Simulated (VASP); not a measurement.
SrPb2: single point with PBE

Crystal: SrPb2.

```
Sr Pb
1.0
     0.00000    4.72171    4.72171
     4.72171    0.00000    4.72171
     4.72171    4.72171    0.00000
Sr Pb
2 4
Direct
  0.50000 0.50000 0.50000
  0.75000 0.75000 0.75000
  0.12500 0.12500 0.12500
  0.62500 0.12500 0.12500
  0.12500 0.12500 0.62500
  0.12500 0.62500 0.12500
```

```json
{
  "Program": "VASP 6.6.1",
  "Task": "single point",
  "Functional": "PBE",
  "Potentials or basis": "VASP PAW PBE potentials, release 64 (Sr_sv, Pb_d)",
  "Cutoff": "520 eV",
  "k mesh": "8 × 8 × 8",
  "Occupations": "gaussian, width 0.1 eV",
  "Spin": "no spin polarisation",
  "Dipole correction": "no",
  "Further INCAR settings": "ALGO = Fast; EDIFF = 1e-06; NBANDS = 47"
}
```

* Pressure: 0.0 GPa
* Band gap on the k mesh: zero (bands 38 and 39 overlap by 0.19 eV)

Levels at points of the mesh, in eV from the Fermi level:
```tsv
k point	band 35	band 36	band 37	band 38	band 39	band 40	band 41	band 42
(0.00, 0.00, 0.00)	-2.63	-2.63	-1.83	-1.83	-0.15	1.71	1.71	1.71
(0.50, 0.00, 0.00)	-2.11	-0.63	-0.20	-0.20	-0.07	-0.07	0.42	1.25
(0.50, 0.50, 0.00)	-0.23	-0.23	0.04	0.04	0.23	0.23	0.59	0.59
```

It took 18 min on 1 thread of Intel Xeon 8259CL (shared host), peak memory 0.49 GiB.

Caveat: spin-orbit coupling is left out, which moves the levels of the heavy elements.
